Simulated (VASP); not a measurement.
Set up this calculation in VASP 6.6.1, as the native input.

* Task: single point
* Functional: PBE
* Dispersion: D3(BJ)
* Potentials or basis: VASP PAW PBE potentials, release 64 (Ge_d, H)
* Cutoff: 520 eV
* k mesh: 7 × 7 × 1
* Occupations: gaussian, width 0.1 eV
* Spin: no spin polarisation
* Dipole correction: yes
* Further INCAR settings: ALGO = Normal; EDIFF = 1e-06; NBANDS = 36

The structure of Ge4H lies in POSCAR:

```
Ge4H
1.0
    4.0303587907      0.0000000000      0.0000000000
    0.0000000000      4.0303587907      0.0000000000
    0.0000000000      0.0000000000     21.6416627718
Ge H
4 1
Direct
    0.0000000000      0.5000000000      0.1848286817
    0.0000000000      0.0000000000      0.2506714513
    0.5000000000      0.0000000000      0.3196569899
    0.5000000000      0.5000000000      0.3854446333
    0.6250000000      0.6250000000      0.5009625594
```

These files were run (other wordings do the same):

INCAR

```
SYSTEM = Ge4H
ALGO = Normal
DIPOL = 0.5 0.5 0.328
EDIFF = 1E-6
ENCUT = 520
GGA = PE
IDIPOL = 3
ISIF = 2
ISMEAR = 0
IVDW = 12
LASPH = .TRUE.
LCHARG = .TRUE.
LDIPOL = .TRUE.
LELF = .TRUE.
LREAL = .FALSE.
LVACPOTAV = .TRUE.
LVHAR = .TRUE.
LWAVE = .FALSE.
NBANDS = 36
NELM = 80
PREC = Accurate
SIGMA = 0.1
```

KPOINTS

```
k-points
0
G
  7 7 1
  0 0 0
```

Potentials or basis: VASP PAW PBE potentials, release 64 (Ge_d, H).

Launch:

```bash
$ cat potpaw_PBE.64/Ge_d/POTCAR potpaw_PBE.64/H/POTCAR > POTCAR
$ mpirun -np 1 vasp_std > vasp.out
```

Results of the run:

The largest force is 1.779 eV/Å. The band gap on the k mesh is zero (an odd number of electrons rules out a gap without spin polarisation) and the dispersion energy per atom is -0.179 eV.

Wall time 5.3 min on 1 thread of Intel(R) Xeon(R) 6975P-C (Granite Rapids), on a shared host, peak memory 0.53 GiB.
